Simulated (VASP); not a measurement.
Ta2N, 9 atoms in the cell. It takes space group P-31m (No. 162, trigonal). The conventional cell has a = 5.195 Å, b = 5.195 Å, c = 4.948 Å, α = 90.00°, β = 90.00°, γ = 120.00°. Within 2.7 Å of Ta (site symmetry m) lie 3 N at 2.07 to 2.16 Å. Within 2.9 Å of N (site symmetry 32) lie 6 Ta at 2.16 Å. N (site symmetry -3m) has 6 Ta at 2.07 Å within 2.7 Å.  This cell differs from its parent crystal: c/a of the conventional cell at fixed volume 0.9526.

* Program: VASP 6.6.1
* Task: single point
* Functional: LDA
* Potentials or basis: VASP PAW LDA potentials, release 64 (Ta_pv, N)
* Cutoff: 520 eV
* k mesh: 9 × 9 × 8
* Occupations: gaussian, width 0.15 eV
* Spin: no spin polarisation
* Dipole correction: no
* Further INCAR settings: ALGO = Normal; EDIFF = 1e-06; NBANDS = 50

Potentials or basis: VASP PAW LDA potentials, release 64 (Ta_pv, N).

Run with:

```bash
$ cat potpaw_LDA.64/Ta_pv/POTCAR potpaw_LDA.64/N/POTCAR > POTCAR
$ mpirun -np 1 vasp_std > vasp.out
```

Hardware: 1 thread of Intel(R) Xeon(R) Platinum 8559C (Emerald Rapids) (shared host).

Task: Estimate the wall time of this run.

Result: Run time: 4.5 min on 1 thread of Intel(R) Xeon(R) Platinum 8559C (Emerald Rapids), with other jobs on the host, peak memory 0.43 GiB. Counts: scf iterations 14, k points 81.
